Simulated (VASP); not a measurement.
# Ni (Fm-3m) in VASP: a series of runs, part 2 of 3

VASP 6.6.1. Earlier steps stand in the parts before.

### Step 3. Single point, PBE+U, collinear spin, ferromagnetic start

INCAR

```
PREC = Accurate
ENCUT = 520
EDIFF = 1E-7
ISMEAR = -1
SIGMA = 0.003
LREAL = F
LASPH = T
NELM = 150
ALGO = Normal
ISIF = 2
LWAVE = F
LCHARG = F
ISPIN = 2
MAGMOM = 2
LORBIT = 11
LMAXMIX = 4
LDAU = T
LDAUTYPE = 2
LDAUL = 2
LDAUU = 6.2
LDAUJ = 0
LDAUPRINT = 1
GGA = PE
NBANDS = 15
```

KPOINTS

```
Automatic mesh
0
Gamma
  13 13 13
```

POSCAR

```
Ni
1.0
    0.0000000000      1.7698700000      1.7698700000
    1.7698700000      0.0000000000      1.7698700000
    1.7698700000      1.7698700000      0.0000000000
Ni
1
Direct
    0.0000000000      0.0000000000      0.0000000000
```

Potentials or basis: VASP PAW PBE potentials, release 64 (Ni).

Run with:

```console
$ cat potpaw_PBE.64/Ni/POTCAR > POTCAR
$ mpirun -np 1 vasp_std > vasp.out
```

OUTCAR:

```text
PREC = Accurate
   ENCUT = 520
   EDIFF = 1E-7
   ISMEAR = -1
   LREAL = F
   LASPH = T
   NELM = 150
   ISIF = 2
   ISPIN = 2
   LORBIT = 11
   GGA = PE

 ion  position               nearest neighbor table
   1  0.000  0.000  0.000-

  LATTYP: Found a face centered cubic cell.
 ALAT       =     3.5397400000

  Lattice vectors:

 A1 = (   0.0000000000,   1.7698700000,   1.7698700000)
 A2 = (   1.7698700000,   0.0000000000,   1.7698700000)
 A3 = (   1.7698700000,   1.7698700000,   0.0000000000)

Analysis of symmetry for initial positions (statically):
=====================================================================
 Subroutine PRICEL returns:
 Original cell was already a primitive cell.

 Routine SETGRP: Setting up the symmetry group for a
 face centered cubic supercell.

 Subroutine GETGRP returns: Found 48 space group operations
 (whereof 48 operations were pure point group operations)
 out of a pool of 48 trial point group operations.

The static configuration has the point symmetry O_h .

Analysis of symmetry for dynamics (positions and initial velocities):
=====================================================================
 Subroutine PRICEL returns:
 Original cell was already a primitive cell.

 Routine SETGRP: Setting up the symmetry group for a
 face centered cubic supercell.

 Subroutine GETGRP returns: Found 48 space group operations
 (whereof 48 operations were pure point group operations)
 out of a pool of 48 trial point group operations.

The dynamic configuration has the point symmetry O_h .

Analysis of structural, dynamic, and magnetic symmetry:
=====================================================================
 Subroutine PRICEL returns:
 Original cell was already a primitive cell.

 Routine SETGRP: Setting up the symmetry group for a
 face centered cubic supercell.

 Subroutine GETGRP returns: Found 48 space group operations
 (whereof 48 operations were pure point group operations)
 out of a pool of 48 trial point group operations.

The overall configuration has the point symmetry O_h .

 Subroutine INISYM returns: Found 48 space group operations
 (whereof 48 operations are pure point group operations),
 and found     1 'primitive' translations

----------------------------------------------------------------------------------------

                                     Primitive cell

  volume of cell :      11.0880

  direct lattice vectors                    reciprocal lattice vectors
     0.000000000  1.769870000  1.769870000    -0.282506625  0.282506625  0.282506625
     1.769870000  0.000000000  1.769870000     0.282506625 -0.282506625  0.282506625
     1.769870000  1.769870000  0.000000000     0.282506625  0.282506625 -0.282506625

  length of vectors
     2.502974158  2.502974158  2.502974158     0.489315828  0.489315828  0.489315828

  position of ions in fractional coordinates (direct lattice)
     0.000000000  0.000000000  0.000000000

  ion indices of the primitive-cell ions
   primitive index   ion index
                 1           1

----------------------------------------------------------------------------------------
[... 101 lines left out ...]
   AEXX    =    0.0000 exact exchange contribution
   IVDW    =     0    specifies the selected vdW correction
   LEPSILON=     F    determine dielectric tensor
   LRPA    =     F    only Hartree local field effects (RPA)
 spin polarized calculation
  energy-cutoff  :      520.00
  volume of cell :       11.09
 maximum number of plane-waves:       307
   NGX =  9   NGY =  9   NGZ =  9

atom =   1  type =  1  l = 2

 onsite density matrix

spin component  1

  0.9471 -0.0000 -0.0000 -0.0000  0.0000
 -0.0000  0.9471  0.0000 -0.0000 -0.0000
 -0.0000  0.0000  0.9513  0.0000  0.0000
 -0.0000 -0.0000  0.0000  0.9471 -0.0000
  0.0000 -0.0000  0.0000 -0.0000  0.9513

spin component  2

  0.6507  0.0000  0.0000  0.0000 -0.0000
  0.0000  0.6507 -0.0000  0.0000  0.0000
  0.0000 -0.0000  0.9269 -0.0000  0.0000
  0.0000  0.0000 -0.0000  0.6507 -0.0000
 -0.0000  0.0000  0.0000 -0.0000  0.9269

 occupancies and eigenvectors

  o =  0.6507  v =  0.0000  0.0000  0.0000  0.0000  0.0000  1.0000  0.0000  0.0000  0.0000  0.0000      0.0000  0.0000  0.0000  0.0000  0.0000  0.0000  0.0000  0.0000  0.0000  0.0000
  o =  0.6507  v =  0.0000  0.0000  0.0000  0.0000  0.0000  0.0000  0.2790  0.0000 -0.9603 -0.0000      0.0000  0.0000  0.0000  0.0000  0.0000  0.0000  0.0000  0.0000  0.0000  0.0000
  o =  0.6507  v =  0.0000  0.0000  0.0000  0.0000  0.0000  0.0000 -0.9603  0.0000 -0.2790  0.0000      0.0000  0.0000  0.0000  0.0000  0.0000  0.0000  0.0000  0.0000  0.0000  0.0000
  o =  0.9269  v =  0.0000  0.0000  0.0000  0.0000  0.0000  0.0000  0.0000  1.0000  0.0000 -0.0012      0.0000  0.0000  0.0000  0.0000  0.0000  0.0000  0.0000  0.0000  0.0000  0.0000
  o =  0.9269  v =  0.0000  0.0000  0.0000  0.0000  0.0000  0.0000  0.0000  0.0012 -0.0000  1.0000      0.0000  0.0000  0.0000  0.0000  0.0000  0.0000  0.0000  0.0000  0.0000  0.0000
  o =  0.9471  v =  1.0000  0.0000  0.0000  0.0000  0.0000  0.0000  0.0000  0.0000  0.0000  0.0000      0.0000  0.0000  0.0000  0.0000  0.0000  0.0000  0.0000  0.0000  0.0000  0.0000
  o =  0.9471  v =  0.0000  0.9233  0.0000 -0.3840 -0.0000  0.0000  0.0000  0.0000  0.0000  0.0000      0.0000  0.0000  0.0000  0.0000  0.0000  0.0000  0.0000  0.0000  0.0000  0.0000
  o =  0.9471  v =  0.0000  0.3840  0.0000  0.9233  0.0000  0.0000  0.0000  0.0000  0.0000  0.0000      0.0000  0.0000  0.0000  0.0000  0.0000  0.0000  0.0000  0.0000  0.0000  0.0000
  o =  0.9513  v =  0.0000 -0.0000  1.0000 -0.0000 -0.0008  0.0000  0.0000  0.0000  0.0000  0.0000      0.0000  0.0000  0.0000  0.0000  0.0000  0.0000  0.0000  0.0000  0.0000  0.0000
  o =  0.9513  v =  0.0000  0.0000  0.0008 -0.0000  1.0000  0.0000  0.0000  0.0000  0.0000  0.0000      0.0000  0.0000  0.0000  0.0000  0.0000  0.0000  0.0000  0.0000  0.0000  0.0000

 number of electron      10.0000009 magnetization       0.8419442

 Free energy of the ion-electron system (eV)
  ---------------------------------------------------
  ext. energy  EPLUGINS =         0.00000000
  ---------------------------------------------------
  free energy    TOTEN  =        -1.77019282 eV

  energy without entropy =       -1.77007485  energy(sigma->0) =       -1.77013383

 E-fermi :   8.6047     XC(G=0): -13.0426

 val. band max:        8.6028779644   @ k =   0.3846   0.2308   0.0000
 cond. band min:       8.6061396712   @ k =   0.4615   0.2308   0.0769
 fundamental gap:      0.0032617068
 Fermi energy:         8.6047417085

 spin component 1

 k-point     1 :       0.0000    0.0000    0.0000
  band No.  band energies     occupation
      1       0.3022      1.00000
      2       4.2701      1.00000
      3       4.2701      1.00000
      4       4.2701      1.00000
      5       5.6029      1.00000
      6       5.6029      1.00000
      7      32.8012      0.00000
      8      35.2757      0.00000
      9      35.2757      0.00000
     10      35.2757      0.00000
     11      36.4543      0.00000
     12      36.4543      0.00000
[... 841 lines left out ...]
      4       7.0850      1.00000
      5       8.7133      0.00000
      6       9.9688      0.00000
      7      17.0235      0.00000
      8      26.7043      0.00000
      9      28.9011      0.00000
     10      31.3131      0.00000
     11      39.9525      0.00000
     12      40.1395      0.00000
     13      43.9966      0.00000
     14      47.3053      0.00000
     15      56.2192      0.00000

 [... further k-points ...]
[... 5 lines left out ...]
  --------------------------------------------------------------------------------------
  -------------------------------------------------------------------------------------
  Total       -0.7424987     -0.7424987     -0.7424987     -0.0000000      0.0000000      0.0000000
  in kB     -107.2882599   -107.2882599   -107.2882599     -0.0000000      0.0000000      0.0000000
  external PRESSURE =    -107.2882599 kB  Pullay stress =       0.0000000 kB

 VOLUME and BASIS-vectors are now :
 -----------------------------------------------------------------------------
  energy-cutoff  :      520.00
  volume of cell :       11.09
      direct lattice vectors                 reciprocal lattice vectors
     0.000000000  1.769870000  1.769870000    -0.282506625  0.282506625  0.282506625
     1.769870000  0.000000000  1.769870000     0.282506625 -0.282506625  0.282506625
     1.769870000  1.769870000  0.000000000     0.282506625  0.282506625 -0.282506625

 POSITION                                       TOTAL-FORCE (eV/Angst)
 -----------------------------------------------------------------------------------
      0.00000      0.00000      0.00000        -0.000000      0.000000     -0.000000
 -----------------------------------------------------------------------------------
    total drift:                               -0.000000     -0.000000     -0.000000

  FREE ENERGIE OF THE ION-ELECTRON SYSTEM (eV)
  ---------------------------------------------------
  free  energy   TOTEN  =        -1.7701928214 eV

  energy  without entropy=       -1.7700748451  energy(sigma->0) =       -1.77013383

 total charge

# of ion       s       p       d       tot
------------------------------------------
    1        0.474   0.420   8.520   9.414

 magnetization (x)

# of ion       s       p       d       tot
------------------------------------------
    1       -0.012  -0.042   0.939   0.885
```

OSZICAR:

```text
N       E                     dE             d eps       ncg     rms          rms(c)
DAV:   1     0.385452214821E+02    0.38545E+02   -0.45351E+03  5364   0.937E+02
DAV:   2    -0.833254184545E-01   -0.38629E+02   -0.35688E+02  5789   0.165E+02
DAV:   3    -0.191598396228E+01   -0.18327E+01   -0.18182E+01  6069   0.352E+01
[... 27 lines left out ...]
DAV:  31    -0.176999840540E+01   -0.55511E-03   -0.11067E-03  7047   0.399E-01    0.169E-01
DAV:  32    -0.177015934776E+01   -0.16094E-03   -0.37331E-04  6935   0.227E-01    0.698E-02
DAV:  33    -0.177018500957E+01   -0.25662E-04   -0.50479E-05  7534   0.772E-02    0.352E-02
DAV:  34    -0.177019063915E+01   -0.56296E-05   -0.81327E-06  7097   0.324E-02    0.207E-02
DAV:  35    -0.177019288215E+01   -0.22430E-05   -0.14071E-05  7011   0.446E-02    0.121E-03
DAV:  36    -0.177019282144E+01    0.60703E-07   -0.27429E-07  5447   0.504E-03
   1 F= -.17701928E+01 E0= -.17701338E+01  d E =-.117976E-03  mag=     0.8416
```

stdout:

```text
POSCAR found type information on POSCAR Ni
 POSCAR found :  1 types and       1 ions
 scaLAPACK will be used
 LDA part: xc-table for (Slater+PW92), standard interpolation
 POSCAR, INCAR and KPOINTS ok, starting setup
 FFT: planning ... GRIDC
 FFT: planning ... GRID_SOFT
 FFT: planning ... GRID
 WAVECAR not read
 entering main loop
```

It took 98 s on 1 thread of AMD EPYC 7R13 (Zen 3), shared host; peak memory 0.11 GiB.

Results:

```yaml
Free_energy: -1.7702 eV
Pressure: -10.7 GPa
Net_moment: 0.84 μB per cell
Site_moments: Ni +0.89 μB
Valence_electrons_inside_the_program's_atomic_spheres: Ni 9.41
```

Levels at points of the mesh, in eV from the Fermi level:
Spin up:
```csv
k point,band 3,band 4,band 5,band 6,band 7,band 8
"(0.00, 0.00, 0.00)",-4.33,-4.33,-3.00,-3.00,24.20,26.67
```
Spin down:
```
           k point  band 1  band 2  band 3  band 4  band 5  band 6  band 7  band 8  band 9
(0.00, 0.00, 0.00)   -8.40   -2.25   -2.25   -1.38   -1.38   -1.38   23.78   27.76   27.76
```

Eigenvalues of the final occupation matrices:
| site | spin | trace | eigenvalues |
| --- | --- | --- | --- |
| site 1 d | 1 | 4.74 | 0.95 0.95 0.95 0.95 0.95 |
| site 1 d | 2 | 3.81 | 0.65 0.65 0.65 0.93 0.93 |

Caveat: the U is typed as a test and isn't derived for this compound. The state reached can hang on the start; a lower one may exist.

### Step 4. Single point, PBE+U, collinear spin, ferromagnetic start

INCAR

```
PREC     = Accurate       # precision mode
ENCUT    = 520            # plane-wave cutoff, eV
EDIFF    = 1E-6           # SCF threshold, eV
ISMEAR   = 1              # smearing method
SIGMA    = 0.3            # smearing width, eV
LREAL    = F              # projectors in reciprocal space
LASPH    = T              # aspherical terms in the spheres
NELM     = 150            # most SCF steps
ALGO     = Normal         # electronic algorithm
ISIF     = 2              # what is computed and relaxed
LWAVE    = F              # write WAVECAR
LCHARG   = F              # write CHGCAR
ISPIN    = 2              # spin polarisation
MAGMOM   = 2              # initial moments
LORBIT   = 11             # projections on sites
LMAXMIX  = 4              # l up to which the mixer works
LDAU     = T              # DFT+U
LDAUTYPE = 2            
LDAUL    = 2              # shell
LDAUU    = 6.2            # U, eV
LDAUJ    = 0            
LDAUPRINT= 1            
GGA      = PE             # functional
NBANDS   = 15             # bands
```

KPOINTS

```
regular mesh
0
Gamma
  13 13 13
```

POSCAR is that of step 3.

Run with:

```console
$ cat potpaw_PBE.64/Ni/POTCAR > POTCAR
$ mpirun -np 1 vasp_std > vasp.out
```

Wall time 57 s (1 thread of AMD EPYC 7R13 (Zen 3), shared host); peak memory 0.11 GiB.

It converged, with:

| Item | Value |
| --- | --- |
| Free energy | -1.7720 eV |
| Pressure | -10.6 GPa |
| Net moment | 0.83 μB per cell |
| Site moments | Ni +0.88 μB |
| Valence electrons inside the program's atomic spheres | Ni 9.41 |

Levels at points of the mesh, in eV from the Fermi level:
Spin up:
| k point | band 3 | band 4 | band 5 | band 6 | band 7 | band 8 |
| --- | --- | --- | --- | --- | --- | --- |
| (0.00, 0.00, 0.00) | -4.30 | -4.30 | -2.97 | -2.97 | 24.21 | 26.69 |
Spin down:
| k point | band 1 | band 2 | band 3 | band 4 | band 5 | band 6 | band 7 | band 8 |
| --- | --- | --- | --- | --- | --- | --- | --- | --- |
| (0.00, 0.00, 0.00) | -8.40 | -2.23 | -2.23 | -1.37 | -1.37 | -1.37 | 23.79 | 27.77 |

Eigenvalues of the final occupation matrices:
| site | spin | trace | eigenvalues |
| --- | --- | --- | --- |
| site 1 d | 1 | 4.74 | 0.95 0.95 0.95 0.95 0.95 |
| site 1 d | 2 | 3.81 | 0.65 0.65 0.65 0.93 0.93 |

Caveat: the U is typed as a test and isn't derived for this compound. The state reached can hang on the start; a lower one may exist.

### Step 5. Single point, PBE+U, collinear spin, ferromagnetic start

INCAR

```
  PREC = Accurate
  ENCUT = 520
  EDIFF = 1E-6
  ISMEAR = -1
  SIGMA = 0.1
  LREAL = F
  LASPH = T
  NELM = 150
  ALGO = Normal
  ISIF = 2
  LWAVE = F
  LCHARG = T
  ISPIN = 2
  MAGMOM = 2
  LORBIT = 11
  LMAXMIX = 4
  LDAU = T
  LDAUTYPE = 2
  LDAUL = 2
  LDAUU = 6.2
  LDAUJ = 0
  LDAUPRINT = 1
  GGA = PE
  LELF = T
  LVHAR = T
  NBANDS = 15
```

KPOINTS is that of step 4.

POSCAR is that of step 4.

Run with:

```console
$ cat potpaw_PBE.64/Ni/POTCAR > POTCAR
$ mpirun -np 1 vasp_std > vasp.out
```

Run time: 51 s. Hardware: 1 thread of AMD EPYC 7R13 (Zen 3), shared host; peak memory 0.11 GiB.

It converged, with:

```yaml
Free_energy: -1.7901 eV
Pressure: -10.4 GPa
Net_moment: 0.82 μB per cell
Site_moments: Ni +0.87 μB
Valence_electrons_inside_the_program's_atomic_spheres: Ni 9.42
```

Levels at points of the mesh, in eV from the Fermi level:
Spin up:
```tsv
k point	band 3	band 4	band 5	band 6	band 7	band 8
(0.00, 0.00, 0.00)	-4.28	-4.28	-2.95	-2.95	24.22	26.71
```
Spin down:
| k point | band 2 | band 3 | band 4 | band 5 | band 6 | band 7 |
| --- | --- | --- | --- | --- | --- | --- |
| (0.00, 0.00, 0.00) | -2.21 | -2.21 | -1.36 | -1.36 | -1.36 | 23.80 |

Eigenvalues of the final occupation matrices:
```csv
site,spin,trace,eigenvalues
site 1 d,1,4.74,0.95 0.95 0.95 0.95 0.95
site 1 d,2,3.82,0.65 0.65 0.65 0.93 0.93
```

Caveat: the U is typed as a test and isn't derived for this compound. The state reached can hang on the start; a lower one may exist.

(Continued in part 3 of 3.)
